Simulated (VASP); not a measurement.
Runs of VASP 6.6.1 on Pt. The structure is that of space group Fm-3m (No. 225), or close to it. The cells are those of the table. 

```csv
cell,cutoff (eV),gap on the mesh (eV),pressure (GPa)
"a = 2.841 Å, angles 60.0°, 1 atom",520,none,(b)
"a = 2.729 Å, angles 60.0°, 1 atom",520,none,20.9
"a = 2.670 Å, angles 60.0°, 1 atom",520,none,50.6
"a = 2.758 Å, angles 60.0°, 1 atom",520,none,9.9
"a = 2.814 Å, angles 60.0°, 1 atom",520,none,-6.8
"a = 2.773 Å, angles 60.0°, 1 atom",550,none,4.7
"a = 2.786 Å, angles 60.0°, 1 atom",520,none,0.7
"a = 2.876 Å, angles 60.0°, 1 atom",520,none,(a)
"a = 2.700 Å, angles 60.0°, 1 atom",520,none,34.4
```

Alike in all rows: task single point; level r2SCAN; potentials or basis VASP PAW PBE potentials, release 64 (Pt); no spin polarisation; k mesh 18 × 18 × 18; smearing gaussian 0.1 eV.

Question: Fill in the values left out.

Answer: (a) -19.5; (b) -13.0.

Caveats: the PAW data sets were made with another functional, which shifts forces and pressure a little; spin-orbit coupling is left out, which moves the levels of the heavy elements.

A k mesh can miss the band edges, and the runs leave out spin-orbit coupling on Pt.

A gap of «none» marks levels without a gap at the run's occupations.
